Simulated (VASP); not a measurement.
# CdTe in VASP: further runs

Runs on CdTe. Level: PBE. Tasks: single point.

Everything below comes from runs of VASP 6.6.1. Logs are shortened: lines on timing, memory, paths and dates and some standing lists are left out, and cuts for length are marked.

### Step 1. The cell of the first run

The cell holds a slab with vacuum, 6 atoms: a = 4.533 Å, b = 4.533 Å, c = 23.327 Å, α = 90.00°, β = 90.00°, γ = 120.00°.

### Step 2. Single point, PBE (last atom moved by 0.05 Å along z)

INCAR

```
SYSTEM = CdTe
ALGO = Normal ; DIPOL = 0.5 0.5 0.500
EDIFF = 1E-6 ; ENCUT = 360
GGA = PE ; GGA_COMPAT = .False.
IDIPOL = 3 ; ISIF = 0
ISMEAR = 1 ; KPAR = 2
LASPH = .True. ; LCHARG = .False.
LDIPOL = .True. ; LREAL = .False.
LWAVE = .False. ; NBANDS = 41
NELM = 120 ; NELMDL = -8
PREC = Accurate ; SIGMA = 0.1
```

KPOINTS

```
Automatic mesh
0
Gamma
  8 8 1
  0 0 0
```

POSCAR

```
CdTe
1.0
    4.5325544674      0.0000000000      0.0000000000
   -2.2662772337      3.9253073128      0.0000000000
    0.0000000000      0.0000000000     23.3268342574
Te Cd
3 3
Direct
    0.0000000000      0.0000000000      0.3215181200
    0.3333333300      0.6666666700      0.4801686800
    0.6666666700      0.3333333300      0.6388192400
    0.3333333300      0.6666666700      0.3611807600
    0.6666666700      0.3333333300      0.5198313200
    0.0000000000      0.0000000000      0.6806253300
```

Potentials or basis: VASP PAW PBE potentials, release 64 (Te, Cd).

Launch:

```
> cat potpaw_PBE.64/Te/POTCAR potpaw_PBE.64/Cd/POTCAR > POTCAR
> mpirun -np 2 vasp_std > vasp.out
```

OUTCAR:

```text
SYSTEM = CdTe
   EDIFF = 1E-6
   ENCUT = 360
   GGA = PE
   ISIF = 0
   ISMEAR = 1
   LASPH = .True.
   LREAL = .False.
   NELM = 120
   NELMDL = -8
   PREC = Accurate

 Found     10 irreducible k-points:

 Following reciprocal coordinates:
            Coordinates               Weight
  0.000000  0.000000  0.000000      1.000000
  0.125000  0.000000  0.000000      6.000000
  0.250000  0.000000  0.000000      6.000000
  0.375000  0.000000  0.000000      6.000000
  0.500000  0.000000  0.000000      3.000000
  0.125000  0.125000  0.000000      6.000000
   k-points           NKPTS =     10   k-points in BZ     NKDIM =     10   number of bands    NBANDS=     41
   number of dos      NEDOS =    301   number of ions     NIONS =      6
   total plane-waves  NPLWV = 112896
   dimension x,y,z NGX =    28 NGY =   28 NGZ =  144
   dimension x,y,z NGXF=    56 NGYF=   56 NGZF=  288
   ions per type =               3   3
   NGX,Y,Z   is equivalent  to a cutoff of  10.27, 10.27, 10.26 a.u.
   NGXF,Y,Z  is equivalent  to a cutoff of  20.54, 20.54, 20.53 a.u.
 SYSTEM =  CdTe
   PREC   = accura    normal or accurate (medium, high low for compatibility)
   ISTART =      0    job   : 0-new  1-cont  2-samecut
   ICHARG =      2    charge: 1-file 2-atom 10-const
   ISPIN  =      1    spin polarized calculation?
   LNONCOLLINEAR =      F non collinear calculations
   LSORBIT =      F    spin-orbit coupling
   LASPH  =      T    aspherical Exc in radial PAW
   ENCUT  =  360.0 eV  26.46 Ry    5.14 a.u.   7.01  7.01 36.09*2*pi/ulx,y,z
   NELM   =    120;   NELMIN=  2; NELMDL= -8     # of ELM steps
   EDIFF  = 0.1E-05   stopping-criterion for ELM
   LREAL  =      F    real-space projection
   EDIFFG = 0.1E-04   stopping-criterion for IOM
   NSW    =      0    number of steps for IOM
   IBRION =     -1    ionic relax: 0-MD 1-quasi-New 2-CG
   NFREE  =      0    steps in history (QN), initial steepest desc. (CG)
   ISIF   =      0    stress and relaxation
   ISYM   =      2    0-nonsym 1-usesym 2-fastsym
   POTIM  = 0.5000    time-step for ionic-motion
   TEBEG  =    0.0;   TEEND  =   0.0 temperature during run

   SCALEE = 1.0000    scale energy and forces
   PSTRESS=    0.0 pullay stress
   NELECT =      54.0000    total number of electrons
   NUPDOWN=      -1.0000    fix difference up-down
   EMIN   =  10.00;   EMAX   =-10.00  energy-range for DOS
   EFERMI =   0.00;   METHOD = LEGACY
   ISMEAR =     1;   SIGMA  =   0.10  broadening in eV -4-tet -1-fermi 0-gaus
   EFERMI_NEDOS =   21; number of points for ismear=-14 and -15
   IALGO  =     38    algorithm
   IMIX   =      4    mixing-type and parameters
     AMIX     =   0.40;   BMIX     =  1.00
     AMIX_MAG =   1.60;   BMIX_MAG =  1.00
  volume/ion in A,a.u.               =      69.17       466.79
  Fermi-wavevector in a.u.,A,eV,Ry     =   0.829561  1.567644  9.363152  0.688172
  Thomas-Fermi vector in A             =   1.942130
   LORBIT       =      0    0 simple, 1 ext, 2 COOP (PROOUT), +10 PAW based schemes
   GGA     = PE    functional components
   LHFCALC =     F    Hartree Fock is set to
   AEXX    =    0.0000 exact exchange contribution
   IVDW    =     0    specifies the selected vdW correction
   LEPSILON=     F    determine dielectric tensor
   LRPA    =     F    only Hartree local field effects (RPA)

   CSHIFT  =0.1000    complex shift for real part using Kramers Kronig

   OMEGAMAX=  -1.0    maximum frequency
 non-spin polarized calculation
 Methfessel and Paxton  Order N= 1 SIGMA  =   0.10
  energy-cutoff  :      360.00
  volume of cell :      415.02
 maximum number of plane-waves:      6471
 NGX is ok and might be reduce to    28
   NGX = 13   NGY = 13   NGZ = 73

 added-field ion interaction         -0.159728 eV  (added to PSCEN)

 number of electron      54.0000026 magnetization

 DIPCOR: dipole corrections for dipol
 direction  3 min pos     1,
 dipolmoment           0.000000      0.000000     -0.299919 electrons x Angstroem
 Tr[quadrupol]      -160.421745

 energy correction for charged system         0.000000 eV

 dipol+quadrupol energy correction           -0.019610 eV

 added-field ion interaction          1.167332 eV  (added to PSCEN)

 Free energy of the ion-electron system (eV)
  ---------------------------------------------------
  ext. energy  EPLUGINS =         0.00000000
  ---------------------------------------------------
  free energy    TOTEN  =       -12.86097949 eV

  energy without entropy =      -12.86221556  energy(sigma->0) =      -12.86139151

 E-fermi :  -0.6465     XC(G=0):  -4.7434

 val. band max:       -0.6669497703   @ k =   0.0000   0.0000   0.0000
 cond. band min:      -0.6139740552   @ k =   0.3750   0.0000   0.0000
 fundamental gap:      0.0529757151
 Fermi energy:        -0.6464665360

 k-point     1 :       0.0000    0.0000    0.0000
  band No.  band energies     occupation
      1     -13.3350      2.00000
      2     -12.4504      2.00000
      3     -11.0921      2.00000
      4     -10.5313      2.00000
      5     -10.5313      2.00000
      6     -10.3631      2.00000
[... 31 lines left out ...]
     38       4.0947      0.00000
     39       4.6576      0.00000

 k-point     2 :       0.1250    0.0000    0.0000
  band No.  band energies     occupation
      1     -13.2930      2.00000
      2     -12.4105      2.00000
      3     -11.0519      2.00000
      4     -10.5191      2.00000
      5     -10.5060      2.00000
      6     -10.3542      2.00000
[... 31 lines left out ...]
     38       4.1849      0.00000
     39       4.5048      0.00000

 k-point     3 :       0.2500    0.0000    0.0000
  band No.  band energies     occupation
      1     -13.1918      2.00000
      2     -12.3147      2.00000
      3     -10.9569      2.00000
      4     -10.4920      2.00000
      5     -10.4456      2.00000
      6     -10.3440      2.00000
[... 31 lines left out ...]
     38       4.6356      0.00000
     39       4.7016      0.00000

 k-point     4 :       0.3750    0.0000    0.0000
  band No.  band energies     occupation
      1     -13.0918      2.00000
      2     -12.2209      2.00000
      3     -10.8663      2.00000
      4     -10.4695      2.00000
      5     -10.4104      2.00000
      6     -10.3309      2.00000
[... 31 lines left out ...]
     38       5.1799      0.00000
     39       5.3238      0.00000

 k-point     5 :       0.5000    0.0000    0.0000
  band No.  band energies     occupation
      1     -13.0510      2.00000
      2     -12.1829      2.00000
      3     -10.8305      2.00000
      4     -10.4620      2.00000
      5     -10.4060      2.00000
      6     -10.3220      2.00000
[... 31 lines left out ...]
     38       5.0780      0.00000
     39       5.4634      0.00000

 k-point     6 :       0.1250    0.1250    0.0000
  band No.  band energies     occupation
      1     -13.2214      2.00000
      2     -12.3427      2.00000
      3     -10.9844      2.00000
      4     -10.5016      2.00000
      5     -10.4593      2.00000
      6     -10.3477      2.00000
[... 31 lines left out ...]
     38       4.5098      0.00000
     39       4.6582      0.00000

 [... further k-points ...]

 [bands above 39 left out]

------------------------ aborting loop because EDIFF is reached ----------------------------------------

 vacuum level on the upper side and lower side of the slab       (xc-potential included)        -1.897         1.193

 VOLUME and BASIS-vectors are now :
 -----------------------------------------------------------------------------
  energy-cutoff  :      360.00
  volume of cell :      415.02
      direct lattice vectors                 reciprocal lattice vectors
     4.532554467  0.000000000  0.000000000     0.220626141  0.127378562  0.000000000
    -2.266277234  3.925307313  0.000000000     0.000000000  0.254757124  0.000000000
     0.000000000  0.000000000 23.326834257     0.000000000  0.000000000  0.042869083

 POSITION                                       TOTAL-FORCE (eV/Angst)
 -----------------------------------------------------------------------------------
      0.00000      0.00000      7.50000        -0.000000      0.000000     -0.248141
     -0.00000      2.61687     11.20082        -0.000000     -0.000000      0.580868
      2.26628      1.30844     14.90163        -0.000000      0.000000      0.962856
     -0.00000      2.61687      8.42520         0.000000     -0.000000     -0.571064
      2.26628      1.30844     12.12602        -0.000000      0.000000     -0.567997
      0.00000      0.00000     15.87683         0.000000      0.000000     -0.156521
 -----------------------------------------------------------------------------------
    total drift:                               -0.000000      0.000001      0.000439

  FREE ENERGIE OF THE ION-ELECTRON SYSTEM (eV)
  ---------------------------------------------------
  free  energy   TOTEN  =       -12.8609794854 eV

  energy  without entropy=      -12.8622155591  energy(sigma->0) =      -12.86139151

 vacuum level on the upper side and lower side of the slab         1.663         4.837
```

stdout:

```text
POSCAR found type information on POSCAR TeCd
 POSCAR found :  2 types and       6 ions
 scaLAPACK will be used
 LDA part: xc-table for (Slater+PW92), standard interpolation
 POSCAR, INCAR and KPOINTS ok, starting setup
 FFT: planning ... GRIDC
 FFT: planning ... GRID_SOFT
 FFT: planning ... GRID
 WAVECAR not read
 entering main loop
```

It took 88 s on 2 MPI ranks of Intel Xeon Platinum 8375C at 2.90GHz (Ice Lake), shared host; peak memory 0.36 GiB.

Results:

```yaml
Free_energy: -12.8610 eV
Largest_force: 0.963 eV/Å
Band_gap_on_the_k_mesh: zero (bands 27 and 28 overlap by 0.18 eV)
```

Forces on the atoms (eV/Å):
```
Te   0.000  0.000 -0.248
Te   0.000  0.000  0.581
Te   0.000  0.000  0.963
Cd   0.000  0.000 -0.571
Cd   0.000  0.000 -0.568
Cd   0.000  0.000 -0.157
```

Levels at points of the mesh, in eV from the Fermi level:
| k point | band 25 | band 26 | band 27 | band 28 | band 29 | band 30 |
| --- | --- | --- | --- | --- | --- | --- |
| (0.00, 0.00, 0.00) | -1.09 | -0.02 | 0.15 | 0.15 | 0.96 | 1.47 |
| (0.50, 0.00, 0.00) | -2.09 | -0.87 | -0.66 | -0.03 | 1.47 | 1.97 |

Caveat: the cell differs from its parent crystal (last atom moved by 0.05 Å along z); spin-orbit coupling is left out, which moves the levels of the heavy elements.

### Step 3. Single point, PBE (last atom moved by 0.05 Å along z)

INCAR

```
SYSTEM = CdTe
ALGO = Normal ; DIPOL = 0.5 0.5 0.500
EDIFF = 1E-6 ; ENCUT = 620
GGA = PE ; GGA_COMPAT = .False.
IDIPOL = 3 ; ISIF = 0
ISMEAR = 1 ; KPAR = 2
LASPH = .True. ; LCHARG = .False.
LDIPOL = .True. ; LREAL = .False.
LWAVE = .False. ; NBANDS = 55
NELM = 120 ; NELMDL = -8
PREC = Accurate ; SIGMA = 0.05
```

KPOINTS

```
Automatic mesh
0
Gamma
  13 13 1
  0 0 0
```

POSCAR is that of step 2.

Potentials or basis: VASP PAW PBE potentials, release 64 (Te, Cd).

Launch:

```
> cat potpaw_PBE.64/Te/POTCAR potpaw_PBE.64/Cd/POTCAR > POTCAR
> mpirun -np 2 vasp_std > vasp.out
```

OUTCAR:

```text
SYSTEM = CdTe
   EDIFF = 1E-6
   ENCUT = 620
   GGA = PE
   ISIF = 0
   ISMEAR = 1
   LASPH = .True.
   LREAL = .False.
   NELM = 120
   NELMDL = -8
   PREC = Accurate

 ion  position               nearest neighbor table
   1  0.000  0.000  0.322-   4 2.78   4 2.78   4 2.78
   2  0.333  0.667  0.480-   5 2.78   5 2.78   5 2.78   4 2.78
   3  0.667  0.333  0.639-   5 2.78   6 2.79   6 2.79   6 2.79
   4  0.333  0.667  0.361-   1 2.78   1 2.78   1 2.78   2 2.78
   5  0.667  0.333  0.520-   2 2.78   2 2.78   2 2.78   3 2.78
   6  0.000  0.000  0.681-   3 2.79   3 2.79   3 2.79

  LATTYP: Found a hexagonal cell.
[... 221 lines left out ...]
      6     -10.3929      2.00000
[... 871 lines left out ...]
     38       5.2253      0.00000
     39       5.4087      0.00000
 [bands above 39 left out]

------------------------ aborting loop because EDIFF is reached ----------------------------------------

 vacuum level on the upper side and lower side of the slab       (xc-potential included)        -1.761         1.306

 VOLUME and BASIS-vectors are now :
 -----------------------------------------------------------------------------
  energy-cutoff  :      620.00
  volume of cell :      415.02
      direct lattice vectors                 reciprocal lattice vectors
     4.532554467  0.000000000  0.000000000     0.220626141  0.127378562  0.000000000
    -2.266277234  3.925307313  0.000000000     0.000000000  0.254757124  0.000000000
     0.000000000  0.000000000 23.326834257     0.000000000  0.000000000  0.042869083

 POSITION                                       TOTAL-FORCE (eV/Angst)
 -----------------------------------------------------------------------------------
      0.00000      0.00000      7.50000        -0.000000     -0.000000     -0.218836
     -0.00000      2.61687     11.20082         0.000000     -0.000000      0.578231
      2.26628      1.30844     14.90163         0.000000     -0.000000      0.939267
     -0.00000      2.61687      8.42520         0.000000      0.000000     -0.590169
      2.26628      1.30844     12.12602        -0.000000      0.000000     -0.572304
      0.00000      0.00000     15.87683        -0.000000     -0.000000     -0.136190
 -----------------------------------------------------------------------------------
    total drift:                               -0.000000      0.000000     -0.000658

  FREE ENERGIE OF THE ION-ELECTRON SYSTEM (eV)
  ---------------------------------------------------
  free  energy   TOTEN  =       -12.8714786690 eV

  energy  without entropy=      -12.8726507621  energy(sigma->0) =      -12.87186937

 vacuum level on the upper side and lower side of the slab         1.833         4.959
```

It took 13 min on 2 MPI ranks of Intel Xeon Platinum 8375C at 2.90GHz (Ice Lake), shared host; peak memory 0.93 GiB.

Results:

| Quantity | Value |
| --- | --- |
| Free energy | -12.8715 eV |
| Largest force | 0.939 eV/Å |
| Band gap on the k mesh | zero (bands 27 and 28 overlap by 0.21 eV) |

Forces on the atoms (eV/Å):
```
Te   0.000  0.000 -0.219
Te   0.000  0.000  0.578
Te   0.000  0.000  0.939
Cd   0.000  0.000 -0.590
Cd   0.000  0.000 -0.572
Cd   0.000  0.000 -0.136
```

Caveat: the cell differs from its parent crystal (last atom moved by 0.05 Å along z); spin-orbit coupling is left out, which moves the levels of the heavy elements.

The gap in the log of VASP goes by the Fermi energy; the results here count the filled bands.